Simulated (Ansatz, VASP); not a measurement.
**GaSb in VASP and in Ansatz**

INCAR

```
ALGO = Normal
EDIFF = 1E-6
ENCUT = 500
GGA = PE
GGA_COMPAT = F
ISIF = 2
ISMEAR = -1
LASPH = T
LCHARG = T
LELF = T
LREAL = F
LVHAR = T
LWAVE = F
NBANDS = 21
NELM = 120
PREC = Accurate
SIGMA = 0.02
```

KPOINTS

```
k-points
0
Gamma
  8 8 8
```

Contents of POSCAR:

```
GaSb
1.0
    0.0000000000      2.9739024340      2.9739024340
    2.9739024340      0.0000000000      2.9739024340
    2.9739024340      2.9739024340      0.0000000000
Ga Sb
1 1
Direct
    0.0000000000      0.0000000000      0.0000000000
    0.2500000000      0.2500000000      0.2500000000
```

Input for Ansatz:

```yaml
crystal:
  lattice:
    - [0.0, 2.973902434, 2.973902434]
    - [2.973902434, 0.0, 2.973902434]
    - [2.973902434, 2.973902434, 0.0]
  atoms:
    - { symbol: Ga, position: [0.0, 0.0, 0.0] }
    - { symbol: Sb, position: [0.25, 0.25, 0.25] }
kpoints:
  mp_grid: { grid: [8, 8, 8] }
  band_path:
    path:
      - [0.0, 0.0, 0.0]
      - [-0.5, -0.5, 0.0]
      - [-0.375, -0.375, 0.25]
      - [-0.375, 0.0, 0.375]
      - [0.0, 0.0, 0.5]
      - [-0.5, -0.25, 0.25]
    npoints: 1
hamiltonian:
  xc: pbe
scf:
  occupations: { method: fermi_dirac, width: 0.02 }
  n_extra_bands: 4
output:
  forces: true
  stress: true
  eigenvalues: true
```

Change from the starting cell: hydrostatic strain -3.0%.

Alike in both runs: task single point; functional PBE; k mesh 8 × 8 × 8; occupations fermi-dirac, width 0.02 eV; no spin polarisation.

|  | VASP | Ansatz |
| --- | --- | --- |
| version | VASP 6.6.1 | Ansatz 0.2.0 |
| potentials or method | VASP PAW PBE potentials, release 64 (Ga_d, Sb_d_GW) | plane waves, PAW |
| plane-wave cutoff (eV) | 500 | 420 |
| valence electrons in the cell | 28 | 28 |

|  | VASP | Ansatz | Ansatz less VASP |
| --- | --- | --- | --- |
| pressure (GPa) | 8.0 | 8.0 | 0.00 |

Spin-orbit coupling is off throughout.
